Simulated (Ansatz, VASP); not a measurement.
## CdAg in VASP and in Ansatz

File INCAR:

```
  ALGO = Normal
  EDIFF = 1E-7
  ENCUT = 520
  ISIF = 2
  ISMEAR = -1
  LASPH = True
  LCHARG = True
  LELF = True
  LREAL = False
  LVHAR = True
  LWAVE = False
  NBANDS = 18
  NELM = 80
  PREC = Accurate
  SIGMA = 0.15
```

KPOINTS

```
k-points
0
Gamma
  12 12 12
```

The input POSCAR:

```
CdAg
1.0
    3.2861440290      0.0000000000      0.0000000000
    0.0000000000      3.2861440290      0.0000000000
    0.0000000000      0.0000000000      3.2861440290
Cd Ag
1 1
Direct
    0.5000000000      0.5000000000      0.5000000000
    0.0000000000      0.0000000000      0.0000000000
```

Input for Ansatz:

```yaml
crystal:
  lattice:
    - [3.286144029, 0.0, 0.0]
    - [0.0, 3.286144029, 0.0]
    - [0.0, 0.0, 3.286144029]
  atoms:
    - { symbol: Cd, position: [0.5, 0.5, 0.5] }
    - { symbol: Ag, position: [0.0, 0.0, 0.0] }
basis:
  ecutwfc: 420
kpoints:
  mp_grid: { grid: [12, 12, 12] }
hamiltonian:
  xc: lda
scf:
  occupations: { method: fermi_dirac, width: 0.15 }
output:
  forces: true
  stress: true
  eigenvalues: true
  write_density: true
  write_potential: true
  elf: true
  volumetric_format: npy
```

Alike in both runs: task single point; functional LDA; k mesh 12 × 12 × 12; occupations fermi-dirac, width 0.15 eV; no spin polarisation.

```csv
,VASP,Ansatz
version,VASP 6.6.1,Ansatz 0.2.0
potentials or method,"VASP PAW LDA potentials, release 64 (Cd, Ag), cutoff 520 eV","scalar-relativistic, plane waves, PAW"
valence electrons in the cell,23,39
```

VASP gave:

| Item | Value |
| --- | --- |
| gap on the k mesh at the Fermi level (eV) | none |
| pressure (GPa) | -1.4 |

**Question.** Which values does Ansatz return?

**Answer.** gap on the k mesh at the Fermi level (eV): none; pressure (GPa): -2.1.

LDA's correlation is that of Perdew and Zunger in VASP and of Perdew and Wang (1992) in Ansatz. A gap of «none» marks a metal or a gap that the smearing closes. VASP's potentials hold 23 valence electrons a cell and Ansatz's 39, so a difference there can come from the potentials and not from the codes.
